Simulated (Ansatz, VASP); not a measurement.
**One calculation of AlN, two programs**

```
Al N
1.0
    -3.11356    0.00000    0.00000
    -1.55678   -2.69642    0.00000
    -0.12973   -0.22470   11.96670
Al N
4 4
Direct
  0.33333 0.27056 0.75333
  0.33333 0.30526 0.33690
  0.66667 0.65594 0.12868
  0.66667 0.62124 0.54512
  0.33333 0.32671 0.07953
  0.33333 0.29200 0.49597
  0.66667 0.64269 0.28775
  0.66667 0.60798 0.70419
```

Alike in both runs: task single point; functional PBEsol; k mesh 8 × 8 × 3; occupations gaussian, width 0.05 eV; no spin polarisation.

|  | VASP | Ansatz |
| --- | --- | --- |
| version | VASP 6.6.1 | Ansatz 0.2.0 |
| potentials or method | VASP PAW PBE potentials, release 64 (Al, N), cutoff 520 eV | scalar-relativistic, plane waves, PAW |
| valence electrons in the cell | 32 | 32 |

VASP gave:

```
gap on the k mesh at the Fermi level (eV)                     : none
pressure (GPa)                                                : -2.4
traceless stress, the component that is largest in VASP (GPa) : -2.77
rms of the force components (eV/Å)                            : 0.817
```

**Question.** Which values does Ansatz return?

**Answer.** gap on the k mesh at the Fermi level (eV): none; pressure (GPa): -2.4; traceless stress, the component that is largest in VASP (GPa): -2.65; rms of the force components (eV/Å): 0.821.

VASP's potentials were made for PBE, not for PBEsol, and Ansatz warns of the same on its side. Atom by atom the forces differ by 0.005 eV/Å (rms over components). A gap of «none» marks a metal or a gap that the smearing closes.
